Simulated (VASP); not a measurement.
# SiC (r.Ae) in VASP: single point with PBEsol

Aim: the single point of SiC (r.Ae) with PBEsol.

Everything below comes from runs of VASP 6.6.1. Logs are shortened: lines on timing, memory, paths and dates and some standing lists are left out, and cuts for length are marked.

**1. The cell of the first run**

The cell holds a sheet with vacuum, 2 atoms: a = 3.078 Å, b = 3.078 Å, c = 16.000 Å, α = 90.00°, β = 90.00°, γ = 120.00°.

**2. Single point, PBEsol**

File INCAR:

```
SYSTEM = SiC
PREC     = Accurate       ! precision mode
ENCUT    = 520            ! plane-wave cutoff, eV
EDIFF    = 1E-6           ! SCF threshold, eV
ISMEAR   = 0              ! smearing method
SIGMA    = 0.03           ! smearing width, eV
LREAL    = .False.        ! projectors in reciprocal space
LASPH    = .True.         ! aspherical terms in the spheres
NELM     = 120            ! most SCF steps
ALGO     = Normal         ! electronic algorithm
ISIF     = 2              ! what is computed and relaxed
LWAVE    = .False.        ! write WAVECAR
LCHARG   = .True.         ! write CHGCAR
LDIPOL   = .True.       
IDIPOL   = 3            
DIPOL    = 0.5 0.5 0.500
GGA      = PS             ! functional
LELF     = .True.         ! ELF
LVHAR    = .True.       
LVACPOTAV= .True.       
NBANDS   = 11             ! bands
GGA_COMPAT= .False.      
NELMDL   = -8
```

File KPOINTS:

```
regular mesh
0
Gamma
  12 12 1
  0 0 0
```

File POSCAR:

```
SiC
1.0
    3.0776866156      0.0000000000      0.0000000000
   -1.5388433078      2.6653547940      0.0000000000
    0.0000000000      0.0000000000     16.0000000000
Si C
1 1
Direct
    0.3333333333      0.6666666667      0.5000000000
    0.6666666667      0.3333333333      0.5000000000
```

Potentials or basis: VASP PAW PBE potentials, release 64 (Si, C).

Run with:

```sh
$ cat potpaw_PBE.64/Si/POTCAR potpaw_PBE.64/C/POTCAR > POTCAR
$ mpirun -np 1 vasp_std > vasp.out
```

OUTCAR:

```text
SYSTEM = SiC
   PREC = Accurate
   ENCUT = 520
   EDIFF = 1E-6
   ISMEAR = 0
   LREAL = .False.
   LASPH = .True.
   NELM = 120
   ISIF = 2
   GGA = PS
   NELMDL = -8

 ion  position               nearest neighbor table
   1  0.333  0.667  0.500-   2 1.78   2 1.78   2 1.78
   2  0.667  0.333  0.500-   1 1.78   1 1.78   1 1.78

  LATTYP: Found a hexagonal cell.
 ALAT       =     3.0776866156
 C/A-ratio  =     5.1987099398

  Lattice vectors:

 A1 = (   3.0776866156,   0.0000000000,   0.0000000000)
 A2 = (  -1.5388433078,   2.6653547940,   0.0000000000)
 A3 = (   0.0000000000,   0.0000000000,  16.0000000000)

Analysis of symmetry for initial positions (statically):
=====================================================================
 Subroutine PRICEL returns:
 Original cell was already a primitive cell.

 Routine SETGRP: Setting up the symmetry group for a
 hexagonal supercell.

 Subroutine GETGRP returns: Found 12 space group operations
 (whereof 12 operations were pure point group operations)
 out of a pool of 24 trial point group operations.

The static configuration has the point symmetry D_3h.

Analysis of symmetry for dynamics (positions and initial velocities):
=====================================================================
 Subroutine PRICEL returns:
 Original cell was already a primitive cell.

 Routine SETGRP: Setting up the symmetry group for a
 hexagonal supercell.

 Subroutine GETGRP returns: Found 12 space group operations
 (whereof 12 operations were pure point group operations)
 out of a pool of 24 trial point group operations.

The dynamic configuration has the point symmetry D_3h.

 Subroutine INISYM returns: Found 12 space group operations
 (whereof 12 operations are pure point group operations),
 and found     1 'primitive' translations

----------------------------------------------------------------------------------------

                                     Primitive cell

  volume of cell :     131.2500

  direct lattice vectors                    reciprocal lattice vectors
     3.077686616  0.000000000  0.000000000     0.324919371  0.187592286  0.000000000
    -1.538843308  2.665354794  0.000000000     0.000000000  0.375184573  0.000000000
     0.000000000  0.000000000 16.000000000     0.000000000  0.000000000  0.062500000

  length of vectors
     3.077686616  3.077686616 16.000000000     0.375184573  0.375184573  0.062500000

[... 86 lines left out ...]
   NUPDOWN=      -1.0000    fix difference up-down
   EMIN   =  10.00;   EMAX   =-10.00  energy-range for DOS
   EFERMI =   0.00;   METHOD = LEGACY
   ISMEAR =     0;   SIGMA  =   0.03  broadening in eV -4-tet -1-fermi 0-gaus
   EFERMI_NEDOS =   21; number of points for ismear=-14 and -15
   IALGO  =     38    algorithm
   IMIX   =      4    mixing-type and parameters
     AMIX     =   0.40;   BMIX     =  1.00
     AMIX_MAG =   1.60;   BMIX_MAG =  1.00
  volume/ion in A,a.u.               =      65.63       442.86
  Fermi-wavevector in a.u.,A,eV,Ry     =   0.644276  1.217504  5.647657  0.415091
  Thomas-Fermi vector in A             =   1.711551
   LORBIT       =      0    0 simple, 1 ext, 2 COOP (PROOUT), +10 PAW based schemes
   GGA     = PS    functional components
   LHFCALC =     F    Hartree Fock is set to
   AEXX    =    0.0000 exact exchange contribution
   IVDW    =     0    specifies the selected vdW correction
   LEPSILON=     F    determine dielectric tensor
   LRPA    =     F    only Hartree local field effects (RPA)
 non-spin polarized calculation
 Gauss-broadening in eV      SIGMA  =   0.03
  energy-cutoff  :      520.00
  volume of cell :      131.25
 maximum number of plane-waves:      3568
 NGX is ok and might be reduce to    24
   NGX = 11   NGY = 11   NGZ = 59

 dipolmoment           0.000000      0.000000      0.000000 electrons x Angstroem

 number of electron       8.0000000 magnetization

 dipolmoment           0.000000      0.000000     -0.000000 electrons x Angstroem

 Free energy of the ion-electron system (eV)
  ---------------------------------------------------
  ext. energy  EPLUGINS =         0.00000000
  ---------------------------------------------------
  free energy    TOTEN  =       -14.69714607 eV

  energy without entropy =      -14.69714607  energy(sigma->0) =      -14.69714607

 E-fermi :  -2.8174     XC(G=0):  -2.7121

 val. band max:       -3.0231382514   @ k =   0.3333   0.3333   0.0000
 cond. band min:      -0.4868830337   @ k =   0.5000   0.0000   0.0000
 fundamental gap:      2.5362552177
 Fermi energy:        -2.8174415409

 k-point     1 :       0.0000    0.0000    0.0000
  band No.  band energies     occupation
      1     -16.7499      2.00000
      2      -6.8616      2.00000
      3      -4.3028      2.00000
      4      -4.3028      2.00000
      5       0.1303      0.00000
      6       1.9058      0.00000
      7       2.1960      0.00000
      8       3.4451      0.00000
      9       3.9667      0.00000
     10       4.5677      0.00000
     11       4.5677      0.00000
[... 239 lines left out ...]
 k-point    19 :       0.3333    0.3333    0.0000
  band No.  band energies     occupation
      1     -13.1167      2.00000
      2     -10.2624      2.00000
      3      -8.7549      2.00000
      4      -3.0231      2.00000
      5      -0.4354      0.00000
      6       3.8251      0.00000
      7       4.3076      0.00000
      8       5.8011      0.00000
      9       7.6723      0.00000
     10       8.6698      0.00000
     11       8.6791      0.00000

------------------------ aborting loop because EDIFF is reached ----------------------------------------

  FORCE on cell =-STRESS in cart. coord.  units (eV):
  Direction    XX          YY          ZZ          XY          YZ          ZX
  --------------------------------------------------------------------------------------
  -------------------------------------------------------------------------------------
  Total        0.3769109      0.3769109     -0.0051802      0.0000000     -0.0000000      0.0000000
  in kB        4.6009747      4.6009747     -0.0632352      0.0000000     -0.0000000      0.0000000
  external PRESSURE =       3.0462380 kB  Pullay stress =       0.0000000 kB

 VOLUME and BASIS-vectors are now :
 -----------------------------------------------------------------------------
  energy-cutoff  :      520.00
  volume of cell :      131.25
      direct lattice vectors                 reciprocal lattice vectors
     3.077686616  0.000000000  0.000000000     0.324919371  0.187592286  0.000000000
    -1.538843308  2.665354794  0.000000000     0.000000000  0.375184573  0.000000000
     0.000000000  0.000000000 16.000000000     0.000000000  0.000000000  0.062500000

 POSITION                                       TOTAL-FORCE (eV/Angst)
 -----------------------------------------------------------------------------------
     -0.00000      1.77690      8.00000         0.000000     -0.000000      0.000000
      1.53884      0.88845      8.00000        -0.000000      0.000000      0.000000
 -----------------------------------------------------------------------------------
    total drift:                                0.000000     -0.000000      0.000000

  FREE ENERGIE OF THE ION-ELECTRON SYSTEM (eV)
  ---------------------------------------------------
  free  energy   TOTEN  =       -14.6971460668 eV

  energy  without entropy=      -14.6971460668  energy(sigma->0) =      -14.69714607

 vacuum level on the upper side and lower side of the slab         2.082         2.082
```

Wall time 22 s (1 thread of Intel Xeon Platinum 8488C (Sapphire Rapids), shared host); peak memory 0.24 GiB.

What came out:

```yaml
Free_energy: -14.6971 eV
Band_gap_on_the_k_mesh: 2.54 eV, indirect (least direct gap 2.59 eV)
```

Caveat: the PAW data sets were made with another functional, which shifts forces and pressure a little.
